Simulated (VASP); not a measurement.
# NiO (Fm-3m) in VASP: single point with LDA

Aim: the single point of NiO with LDA.

Program: VASP 6.6.1. These are calculated values, not measurements. Logs are shortened: lines on timing, memory, paths and dates and some standing lists are left out, and cuts for length are marked.

## Step 1: The cell of the first run

The structure is cubic, space group Fm-3m (No. 225). The conventional cell has a = 4.217 Å, b = 4.217 Å, c = 4.217 Å, α = 90.00°, β = 90.00°, γ = 90.00°. Within 2.8 Å of Ni (site symmetry m-3m) lie 6 O at 2.11 Å. Within 2.8 Å of O (site symmetry m-3m) lie 6 Ni at 2.11 Å.

## Step 2: Single point, LDA, collinear spin, ferromagnetic start (9.38 Å³/atom)

Contents of INCAR:

```
PREC = Accurate
ENCUT = 520
EDIFF = 1E-6
ISMEAR = -1
SIGMA = 0.03
LREAL = F
LASPH = T
NELM = 150
ALGO = Normal
ISIF = 2
LWAVE = F
LCHARG = F
ISPIN = 2
MAGMOM = 1.5 0
LORBIT = 11
LMAXMIX = 4
GGA = CA
NBANDS = 19
```

Contents of KPOINTS:

```
regular mesh
0
Gamma
  17 17 17
```

Contents of POSCAR:

```
NiO
1.0
    0.0000000000      2.1085943375      2.1085943375
    2.1085943375      0.0000000000      2.1085943375
    2.1085943375      2.1085943375      0.0000000000
Ni O
1 1
Direct
    0.0000000000      0.0000000000      0.0000000000
    0.5000000000      0.5000000000      0.5000000000
```

Potentials or basis: VASP PAW LDA potentials, release 64 (Ni, O).

Launch:

```console
$ cat potpaw_LDA.64/Ni/POTCAR potpaw_LDA.64/O/POTCAR > POTCAR
$ mpirun -np 1 vasp_std > vasp.out
```

OUTCAR:

```text
PREC = Accurate
   ENCUT = 520
   EDIFF = 1E-6
   ISMEAR = -1
   LREAL = F
   LASPH = T
   NELM = 150
   ISIF = 2
   ISPIN = 2
   LORBIT = 11
   GGA = CA

 ion  position               nearest neighbor table
   1  0.000  0.000  0.000-   2 2.11   2 2.11   2 2.11   2 2.11   2 2.11   2 2.11
   2  0.500  0.500  0.500-   1 2.11   1 2.11   1 2.11   1 2.11   1 2.11   1 2.11

  LATTYP: Found a face centered cubic cell.
 ALAT       =     4.2171886750

  Lattice vectors:

 A1 = (   0.0000000000,   2.1085943375,   2.1085943375)
 A2 = (   2.1085943375,   0.0000000000,   2.1085943375)
 A3 = (   2.1085943375,   2.1085943375,   0.0000000000)

Analysis of symmetry for initial positions (statically):
=====================================================================
 Subroutine PRICEL returns:
 Original cell was already a primitive cell.

 Routine SETGRP: Setting up the symmetry group for a
 face centered cubic supercell.

 Subroutine GETGRP returns: Found 48 space group operations
 (whereof 48 operations were pure point group operations)
 out of a pool of 48 trial point group operations.

The static configuration has the point symmetry O_h .

Analysis of symmetry for dynamics (positions and initial velocities):
=====================================================================
 Subroutine PRICEL returns:
 Original cell was already a primitive cell.

 Routine SETGRP: Setting up the symmetry group for a
 face centered cubic supercell.

 Subroutine GETGRP returns: Found 48 space group operations
 (whereof 48 operations were pure point group operations)
 out of a pool of 48 trial point group operations.

The dynamic configuration has the point symmetry O_h .

Analysis of structural, dynamic, and magnetic symmetry:
=====================================================================
 Subroutine PRICEL returns:
 Original cell was already a primitive cell.

 Routine SETGRP: Setting up the symmetry group for a
 face centered cubic supercell.

 Subroutine GETGRP returns: Found 48 space group operations
 (whereof 48 operations were pure point group operations)
 out of a pool of 48 trial point group operations.

The overall configuration has the point symmetry O_h .

 Subroutine INISYM returns: Found 48 space group operations
 (whereof 48 operations are pure point group operations),
 and found     1 'primitive' translations

----------------------------------------------------------------------------------------

                                     Primitive cell

  volume of cell :      18.7503

  direct lattice vectors                    reciprocal lattice vectors
     0.000000000  2.108594338  2.108594338    -0.237124795  0.237124795  0.237124795
     2.108594338  0.000000000  2.108594338     0.237124795 -0.237124795  0.237124795
     2.108594338  2.108594338  0.000000000     0.237124795  0.237124795 -0.237124795

  length of vectors
     2.982002710  2.982002710  2.982002710     0.410712193  0.410712193  0.410712193

  position of ions in fractional coordinates (direct lattice)
     0.000000000  0.000000000  0.000000000
     0.500000000  0.500000000  0.500000000

  ion indices of the primitive-cell ions
   primitive index   ion index
                 1           1
                 2           2

----------------------------------------------------------------------------------------

 KPOINTS: regular mesh

Automatic generation of k-mesh.
 Grid dimensions read from file:
 generate k-points for:   17   17   17

 Generating k-lattice:

  Cartesian coordinates                     Fractional coordinates (reciprocal lattice)
    -0.013948517  0.013948517  0.013948517     0.058823529  0.000000000  0.000000000
     0.013948517 -0.013948517  0.013948517     0.000000000  0.058823529  0.000000000
     0.013948517  0.013948517 -0.013948517     0.000000000  0.000000000  0.058823529

  Length of vectors
     0.024159541  0.024159541  0.024159541

  Shift w.r.t. Gamma in fractional coordinates (k-lattice)
     0.000000000  0.000000000  0.000000000

 Subroutine IBZKPT returns following result:
 ===========================================

 Found    165 irreducible k-points:

 Following reciprocal coordinates:
            Coordinates               Weight
  0.000000  0.000000  0.000000      1.000000
  0.058824  0.000000  0.000000      8.000000
  0.117647  0.000000  0.000000      8.000000
  0.176471  0.000000  0.000000      8.000000
  0.235294  0.000000  0.000000      8.000000
  0.294118  0.000000  0.000000      8.000000
[... 16 lines left out ...]
 -0.176471  0.058824  0.000000     24.000000
 -0.117647  0.058824  0.000000     24.000000
 [... further k-points ...]
   k-points           NKPTS =    165   k-points in BZ     NKDIM =    165   number of bands    NBANDS=     19
   number of dos      NEDOS =    301   number of ions     NIONS =      2
   total plane-waves  NPLWV =  13824
   dimension x,y,z NGX =    24 NGY =   24 NGZ =   24
   dimension x,y,z NGXF=    48 NGYF=   48 NGZF=   48
   ions per type =               1   1
   NGX,Y,Z   is equivalent  to a cutoff of  13.38, 13.38, 13.38 a.u.
   NGXF,Y,Z  is equivalent  to a cutoff of  26.76, 26.76, 26.76 a.u.
 SYSTEM =  unknown system
   PREC   = accura    normal or accurate (medium, high low for compatibility)
   ISTART =      0    job   : 0-new  1-cont  2-samecut
   ICHARG =      2    charge: 1-file 2-atom 10-const
   ISPIN  =      2    spin polarized calculation?
   LNONCOLLINEAR =      F non collinear calculations
   LSORBIT =      F    spin-orbit coupling
   LASPH  =      T    aspherical Exc in radial PAW
   ENCUT  =  520.0 eV  38.22 Ry    6.18 a.u.   5.54  5.54  5.54*2*pi/ulx,y,z
   NELM   =    150;   NELMIN=  2; NELMDL= -5     # of ELM steps
   EDIFF  = 0.1E-05   stopping-criterion for ELM
   LREAL  =      F    real-space projection
   EDIFFG = 0.1E-04   stopping-criterion for IOM
   NSW    =      0    number of steps for IOM
   IBRION =     -1    ionic relax: 0-MD 1-quasi-New 2-CG
   NFREE  =      0    steps in history (QN), initial steepest desc. (CG)
   ISIF   =      2    stress and relaxation
   ISYM   =      2    0-nonsym 1-usesym 2-fastsym
   POTIM  = 0.5000    time-step for ionic-motion
   TEBEG  =    0.0;   TEEND  =   0.0 temperature during run
   PSTRESS=    0.0 pullay stress
   NELECT =      16.0000    total number of electrons
   NUPDOWN=      -1.0000    fix difference up-down
   EMIN   =  10.00;   EMAX   =-10.00  energy-range for DOS
   EFERMI =   0.00;   METHOD = LEGACY
   ISMEAR =    -1;   SIGMA  =   0.03  broadening in eV -4-tet -1-fermi 0-gaus
   EFERMI_NEDOS =   21; number of points for ismear=-14 and -15
   IALGO  =     38    algorithm
   IMIX   =      4    mixing-type and parameters
     AMIX     =   0.40;   BMIX     =  1.00
     AMIX_MAG =   1.60;   BMIX_MAG =  1.00
  volume/ion in A,a.u.               =       9.38        63.27
  Fermi-wavevector in a.u.,A,eV,Ry     =   1.552787  2.934341 32.805638  2.411146
  Thomas-Fermi vector in A             =   2.657112
   LORBIT       =     11    0 simple, 1 ext, 2 COOP (PROOUT), +10 PAW based schemes
   GGA     = CA    functional components
   LHFCALC =     F    Hartree Fock is set to
   AEXX    =    0.0000 exact exchange contribution
   IVDW    =     0    specifies the selected vdW correction
   LEPSILON=     F    determine dielectric tensor
   LRPA    =     F    only Hartree local field effects (RPA)
 spin polarized calculation
  energy-cutoff  :      520.00
  volume of cell :       18.75
 maximum number of plane-waves:       531
   NGX = 11   NGY = 11   NGZ = 11

 number of electron      16.0000014 magnetization       0.0960218

 number of electron      16.0000014 magnetization      -0.0264499

 Free energy of the ion-electron system (eV)
  ---------------------------------------------------
  ext. energy  EPLUGINS =         0.00000000
  ---------------------------------------------------
  free energy    TOTEN  =       -13.20656023 eV

  energy without entropy =      -13.20022609  energy(sigma->0) =      -13.20339316

 E-fermi :   7.0375     XC(G=0): -13.0057

 val. band max:        7.0374498559   @ k =  -0.2941   0.4706   0.1765
 cond. band min:       7.0464784750   @ k =   0.2941   0.1765   0.0000
 fundamental gap:      0.0090286191
 Fermi energy:         7.0374935672

 spin component 1

 k-point     1 :       0.0000    0.0000    0.0000
  band No.  band energies     occupation
      1     -12.7975      1.00000
      2       4.1086      1.00000
      3       4.1086      1.00000
      4       4.1086      1.00000
      5       5.3643      1.00000
      6       5.3643      1.00000
[... 11 lines left out ...]
     18      32.8443      0.00000
     19      32.8443      0.00000

 k-point     2 :       0.0588    0.0000    0.0000
  band No.  band energies     occupation
      1     -12.7591      1.00000
      2       3.7866      1.00000
      3       3.9165      1.00000
      4       3.9165      1.00000
      5       5.3998      1.00000
      6       5.3998      1.00000
[... 11 lines left out ...]
     18      33.4354      0.00000
     19      33.4354      0.00000

 k-point     3 :       0.1176    0.0000    0.0000
  band No.  band energies     occupation
      1     -12.6470      1.00000
      2       3.0690      1.00000
      3       3.5232      1.00000
      4       3.5232      1.00000
      5       5.4750      1.00000
      6       5.4750      1.00000
[... 11 lines left out ...]
     18      34.7363      0.00000
     19      34.7363      0.00000

 k-point     4 :       0.1765    0.0000    0.0000
  band No.  band energies     occupation
      1     -12.4710      1.00000
      2       2.2192      1.00000
      3       3.1016      1.00000
      4       3.1016      1.00000
      5       5.5847      1.00000
      6       5.5847      1.00000
[... 407 lines left out ...]
     18      36.9568      0.00000
     19      38.0304      0.00000

 k-point    23 :      -0.1765    0.0588    0.0000
  band No.  band energies     occupation
      1     -12.3731      1.00000
      2       1.8297      1.00000
      3       2.8325      1.00000
      4       3.0740      1.00000
      5       5.5791      1.00000
      6       5.6662      1.00000
[... 11 lines left out ...]
     18      36.0062      0.00000
     19      37.2765      0.00000

 k-point    24 :      -0.1176    0.0588    0.0000
  band No.  band energies     occupation
      1     -12.5637      1.00000
      2       2.6096      1.00000
      3       3.2152      1.00000
      4       3.5009      1.00000
      5       5.4723      1.00000
      6       5.5770      1.00000
[... 11 lines left out ...]
     18      34.6227      0.00000
     19      36.0170      0.00000

 [... further k-points ...]

 spin component 2

 k-point     1 :       0.0000    0.0000    0.0000
  band No.  band energies     occupation
      1     -12.8032      1.00000
      2       4.1021      1.00000
      3       4.1021      1.00000
      4       4.1021      1.00000
      5       5.3496      1.00000
      6       5.3496      1.00000
[... 11 lines left out ...]
     18      32.8362      0.00000
     19      32.8363      0.00000

 k-point     2 :       0.0588    0.0000    0.0000
  band No.  band energies     occupation
      1     -12.7648      1.00000
      2       3.7799      1.00000
      3       3.9080      1.00000
      4       3.9080      1.00000
      5       5.3846      1.00000
      6       5.3846      1.00000
[... 11 lines left out ...]
     18      33.4274      0.00000
     19      33.4275      0.00000

 k-point     3 :       0.1176    0.0000    0.0000
  band No.  band energies     occupation
      1     -12.6526      1.00000
      2       3.0624      1.00000
      3       3.5127      1.00000
      4       3.5127      1.00000
      5       5.4590      1.00000
      6       5.4590      1.00000
[... 11 lines left out ...]
     18      34.7283      0.00000
     19      34.7283      0.00000

 k-point     4 :       0.1765    0.0000    0.0000
  band No.  band energies     occupation
      1     -12.4768      1.00000
      2       2.2128      1.00000
      3       3.0901      1.00000
      4       3.0901      1.00000
      5       5.5685      1.00000
      6       5.5685      1.00000
[... 407 lines left out ...]
     18      36.9502      0.00000
     19      38.0229      0.00000

 k-point    23 :      -0.1765    0.0588    0.0000
  band No.  band energies     occupation
      1     -12.3789      1.00000
      2       1.8229      1.00000
      3       2.8201      1.00000
      4       3.0642      1.00000
      5       5.5637      1.00000
      6       5.6482      1.00000
[... 11 lines left out ...]
     18      35.9987      0.00000
     19      37.2685      0.00000

 k-point    24 :      -0.1176    0.0588    0.0000
  band No.  band energies     occupation
      1     -12.5694      1.00000
      2       2.6022      1.00000
      3       3.2033      1.00000
      4       3.4925      1.00000
      5       5.4573      1.00000
      6       5.5583      1.00000
[... 11 lines left out ...]
     18      34.6149      0.00000
     19      36.0089      0.00000

 [... further k-points ...]
[... 5 lines left out ...]
  --------------------------------------------------------------------------------------
  -------------------------------------------------------------------------------------
  Total       -2.9241703     -2.9241703     -2.9241703     -0.0000000     -0.0000000      0.0000000
  in kB     -249.8642563   -249.8642563   -249.8642563     -0.0000000     -0.0000000      0.0000000
  external PRESSURE =    -249.8642563 kB  Pullay stress =       0.0000000 kB

 VOLUME and BASIS-vectors are now :
 -----------------------------------------------------------------------------
  energy-cutoff  :      520.00
  volume of cell :       18.75
      direct lattice vectors                 reciprocal lattice vectors
     0.000000000  2.108594338  2.108594338    -0.237124795  0.237124795  0.237124795
     2.108594338  0.000000000  2.108594338     0.237124795 -0.237124795  0.237124795
     2.108594338  2.108594338  0.000000000     0.237124795  0.237124795 -0.237124795

 POSITION                                       TOTAL-FORCE (eV/Angst)
 -----------------------------------------------------------------------------------
      0.00000      0.00000      0.00000         0.000000     -0.000000      0.000000
      2.10859      2.10859      2.10859        -0.000000      0.000000     -0.000000
 -----------------------------------------------------------------------------------
    total drift:                                0.000000     -0.000000     -0.000000

  FREE ENERGIE OF THE ION-ELECTRON SYSTEM (eV)
  ---------------------------------------------------
  free  energy   TOTEN  =       -13.2065602286 eV

  energy  without entropy=      -13.2002260903  energy(sigma->0) =      -13.20339316

 total charge

# of ion       s       p       d       tot
------------------------------------------
    1        0.320   0.372   8.340   9.032
    2        1.563   3.317   0.000   4.879
--------------------------------------------------
tot          1.883   3.688   8.340  13.911

 magnetization (x)

# of ion       s       p       d       tot
------------------------------------------
    1       -0.000  -0.000  -0.022  -0.022
    2       -0.000  -0.003   0.000  -0.004
--------------------------------------------------
tot         -0.001  -0.004  -0.022  -0.026
```

Run time: 4.2 min. Hardware: 1 thread of Intel Xeon 8259CL, shared host; peak memory 0.21 GiB.

What came out:

```yaml
Free_energy: -13.2066 eV
Pressure: -25.0 GPa
Band_gap_on_the_k_mesh: zero (filled and empty bands overlap)
Net_moment: -0.03 μB per cell
Site_moments: Ni -0.02; O -0.00 μB
Valence_electrons_inside_the_program's_atomic_spheres: Ni 9.03; O 4.88
```

Caveat: the cell stands under tension; the moments typed at the start vanished in this run; semilocal functionals often make such compounds metallic where correlation or magnetic order opens a gap, which also shifts bond lengths. With open d or f shells a metallic result of LDA can be an artefact of self-interaction; +U or a hybrid may open a gap.
